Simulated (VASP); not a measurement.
# YbC (Pm-3m) in VASP: further runs

The runs below take YbC through single point, with PBEsol.

All numbers are computed with VASP 6.6.1; they aren't measurements. Logs are shortened: lines on timing, memory, paths and dates and some standing lists are left out, and cuts for length are marked.

**1. The cell of the first run**

Symmetry: Pm-3m, No. 221, cubic system. The conventional cell has a = 2.938 Å, b = 2.938 Å, c = 2.938 Å, α = 90.00°, β = 90.00°, γ = 90.00°. Within 3.4 Å of Yb (site symmetry m-3m) lie 8 C at 2.54 Å and 6 Yb at 2.94 Å. C (site symmetry m-3m) has 8 Yb at 2.54 Å and 6 C at 2.94 Å within 3.4 Å.

**2. Single point, PBEsol, collinear spin, ferromagnetic start**

File INCAR:

```
SYSTEM = YbC
PREC     = Accurate       ! precision mode
ENCUT    = 520            ! plane-wave cutoff, eV
EDIFF    = 1E-7           ! SCF threshold, eV
ISMEAR   = 0              ! smearing method
SIGMA    = 0.05           ! smearing width, eV
LREAL    = .False.        ! projectors in reciprocal space
LASPH    = .True.         ! aspherical terms in the spheres
NELM     = 150            ! most SCF steps
ALGO     = Normal         ! electronic algorithm
ISIF     = 2              ! what is computed and relaxed
LWAVE    = .False.        ! write WAVECAR
LCHARG   = .False.        ! write CHGCAR
ISPIN    = 2              ! spin polarisation
MAGMOM   = 1 0            ! initial moments
LORBIT   = 11             ! projections on sites
LMAXMIX  = 6              ! l up to which the mixer works
GGA      = PS             ! functional
NBANDS   = 25             ! bands
```

File KPOINTS:

```
Automatic mesh
0
Gamma
  10 10 10
  0 0 0
```

File POSCAR:

```
YbC
1.0
    2.9381447575      0.0000000000      0.0000000000
    0.0000000000      2.9381447575      0.0000000000
    0.0000000000      0.0000000000      2.9381447575
Yb C
1 1
Direct
    0.0000000000      0.0000000000      0.0000000000
    0.5000000000      0.5000000000      0.5000000000
```

Potentials or basis: VASP PAW PBE potentials, release 64 (Yb, C).

The run is started by

```bash
> cat potpaw_PBE.64/Yb/POTCAR potpaw_PBE.64/C/POTCAR > POTCAR
> mpirun -np 1 vasp_std > vasp.out
```

OUTCAR:

```text
SYSTEM = YbC
   PREC = Accurate
   ENCUT = 520
   EDIFF = 1E-7
   ISMEAR = 0
   LREAL = .False.
   LASPH = .True.
   NELM = 150
   ISIF = 2
   ISPIN = 2
   LORBIT = 11
   GGA = PS

 ion  position               nearest neighbor table
   1  0.000  0.000  0.000-   2 2.54   2 2.54   2 2.54   2 2.54   2 2.54   2 2.54   2 2.54   2 2.54

   2  0.500  0.500  0.500-   1 2.54   1 2.54   1 2.54   1 2.54   1 2.54   1 2.54   1 2.54   1 2.54

  LATTYP: Found a simple cubic cell.
 ALAT       =     2.9381447575

  Lattice vectors:

 A1 = (   2.9381447575,   0.0000000000,   0.0000000000)
 A2 = (   0.0000000000,   2.9381447575,   0.0000000000)
 A3 = (   0.0000000000,   0.0000000000,   2.9381447575)

Analysis of symmetry for initial positions (statically):
=====================================================================
 Subroutine PRICEL returns:
 Original cell was already a primitive cell.

 Routine SETGRP: Setting up the symmetry group for a
 simple cubic supercell.

 Subroutine GETGRP returns: Found 48 space group operations
 (whereof 48 operations were pure point group operations)
 out of a pool of 48 trial point group operations.

The static configuration has the point symmetry O_h .

Analysis of symmetry for dynamics (positions and initial velocities):
=====================================================================
 Subroutine PRICEL returns:
 Original cell was already a primitive cell.

 Routine SETGRP: Setting up the symmetry group for a
 simple cubic supercell.

 Subroutine GETGRP returns: Found 48 space group operations
 (whereof 48 operations were pure point group operations)
 out of a pool of 48 trial point group operations.

The dynamic configuration has the point symmetry O_h .

Analysis of structural, dynamic, and magnetic symmetry:
=====================================================================
 Subroutine PRICEL returns:
 Original cell was already a primitive cell.

 Routine SETGRP: Setting up the symmetry group for a
 simple cubic supercell.

 Subroutine GETGRP returns: Found 48 space group operations
 (whereof 48 operations were pure point group operations)
 out of a pool of 48 trial point group operations.

The overall configuration has the point symmetry O_h .

 Subroutine INISYM returns: Found 48 space group operations
 (whereof 48 operations are pure point group operations),
 and found     1 'primitive' translations

[... 111 lines left out ...]
   IALGO  =     38    algorithm
   IMIX   =      4    mixing-type and parameters
     AMIX     =   0.40;   BMIX     =  1.00
     AMIX_MAG =   1.60;   BMIX_MAG =  1.00
  volume/ion in A,a.u.               =      12.68        85.58
  Fermi-wavevector in a.u.,A,eV,Ry     =   1.691950  3.197323 38.949350  2.862696
  Thomas-Fermi vector in A             =   2.773625
   LORBIT       =     11    0 simple, 1 ext, 2 COOP (PROOUT), +10 PAW based schemes
   GGA     = PS    functional components
   LHFCALC =     F    Hartree Fock is set to
   AEXX    =    0.0000 exact exchange contribution
   IVDW    =     0    specifies the selected vdW correction
   LEPSILON=     F    determine dielectric tensor
   LRPA    =     F    only Hartree local field effects (RPA)
 spin polarized calculation
 Gauss-broadening in eV      SIGMA  =   0.05
  energy-cutoff  :      520.00
  volume of cell :       25.36
 maximum number of plane-waves:       711
 NGX is ok and might be reduce to    24
   NGX = 11   NGY = 11   NGZ = 11

 number of electron      27.9999987 magnetization       0.0003628

 number of electron      27.9999987 magnetization      -0.0000916

 Free energy of the ion-electron system (eV)
  ---------------------------------------------------
  ext. energy  EPLUGINS =         0.00000000
  ---------------------------------------------------
  free energy    TOTEN  =       -12.39713728 eV

  energy without entropy =      -12.39526221  energy(sigma->0) =      -12.39619975

 E-fermi :   4.2763     XC(G=0): -13.0544

 val. band max:        4.2492055317   @ k =   0.3000   0.3000   0.3000
 cond. band min:       4.2928288443   @ k =   0.2000   0.1000   0.1000
 fundamental gap:      0.0436233125
 Fermi energy:         4.2762967839

 spin component 1

 k-point     1 :       0.0000    0.0000    0.0000
  band No.  band energies     occupation
      1     -47.0511      1.00000
      2     -18.6658      1.00000
      3     -18.6658      1.00000
      4     -18.6658      1.00000
      5      -7.5413      1.00000
      6       3.3312      1.00000
[... 661 lines left out ...]
     24      23.2373      0.00000
     25      23.8057      0.00000

 [... further k-points ...]

 spin component 2

 k-point     1 :       0.0000    0.0000    0.0000
  band No.  band energies     occupation
      1     -47.0511      1.00000
      2     -18.6658      1.00000
      3     -18.6658      1.00000
      4     -18.6658      1.00000
      5      -7.5414      1.00000
      6       3.3312      1.00000
[... 661 lines left out ...]
     24      23.2373      0.00000
     25      23.8056      0.00000

 [... further k-points ...]
[... 5 lines left out ...]
  --------------------------------------------------------------------------------------
  -------------------------------------------------------------------------------------
  Total        1.1058933      1.1058933      1.1058933      0.0000000     -0.0000000      0.0000000
  in kB       69.8560852     69.8560852     69.8560852      0.0000000     -0.0000000      0.0000000
  external PRESSURE =      69.8560852 kB  Pullay stress =       0.0000000 kB

 VOLUME and BASIS-vectors are now :
 -----------------------------------------------------------------------------
  energy-cutoff  :      520.00
  volume of cell :       25.36
      direct lattice vectors                 reciprocal lattice vectors
     2.938144757  0.000000000  0.000000000     0.340350828  0.000000000  0.000000000
     0.000000000  2.938144757  0.000000000     0.000000000  0.340350828  0.000000000
     0.000000000  0.000000000  2.938144757     0.000000000  0.000000000  0.340350828

 POSITION                                       TOTAL-FORCE (eV/Angst)
 -----------------------------------------------------------------------------------
      0.00000      0.00000      0.00000         0.000000      0.000000      0.000000
      1.46907      1.46907      1.46907         0.000000      0.000000      0.000000
 -----------------------------------------------------------------------------------
    total drift:                                0.000000      0.000000      0.000000

  FREE ENERGIE OF THE ION-ELECTRON SYSTEM (eV)
  ---------------------------------------------------
  free  energy   TOTEN  =       -12.3971372815 eV

  energy  without entropy=      -12.3952622111  energy(sigma->0) =      -12.39619975

 total charge

# of ion       s       p       d       f       tot
--------------------------------------------------
    1        2.186   6.153   0.696  13.426  22.462
    2        0.902   1.333   0.000   0.000   2.235
--------------------------------------------------
tot          3.088   7.487   0.696  13.426  24.696

 magnetization (x)

# of ion       s       p       d       f       tot
--------------------------------------------------
    1        0.000  -0.000  -0.000   0.000   0.000
    2       -0.000  -0.000   0.000   0.000  -0.000
--------------------------------------------------
tot         -0.000  -0.000  -0.000   0.000  -0.000
```

stdout:

```text
POSCAR found type information on POSCAR YbC
 POSCAR found :  2 types and       2 ions
 scaLAPACK will be used
 -----------------------------------------------------------------------------
|                                                                             |
|                                                                             |
|     You enforced a specific xc type in the INCAR file but a different       |
|     I HOPE YOU KNOW WHAT YOU ARE DOING!                                     |
|                                                                             |
 -----------------------------------------------------------------------------

 LDA part: xc-table for (Slater+PW92), standard interpolation
 POSCAR, INCAR and KPOINTS ok, starting setup
 FFT: planning ... GRIDC
 FFT: planning ... GRID_SOFT
 FFT: planning ... GRID
 WAVECAR not read
 entering main loop
```

Run time: 5.7 min. Hardware: 1 thread of Intel Xeon 8259CL, shared host; peak memory 0.21 GiB.

What came out:

```
Free energy                                           : -12.3971 eV
Pressure                                              : 7.0 GPa
Band gap on the k mesh                                : zero (filled and empty bands overlap)
Net moment                                            : 0.00 μB per cell
Valence electrons inside the program's atomic spheres : Yb 22.46; C 2.23
```

Caveat: the cell stands under pressure; the PAW data sets were made with another functional, which shifts forces and pressure a little; spin-orbit coupling is left out, which moves the levels of the heavy elements. The state reached can hang on the start; a lower one may exist.

[end of part 1 of 2]

The gap in the log of VASP goes by the Fermi energy; the results here count the filled bands.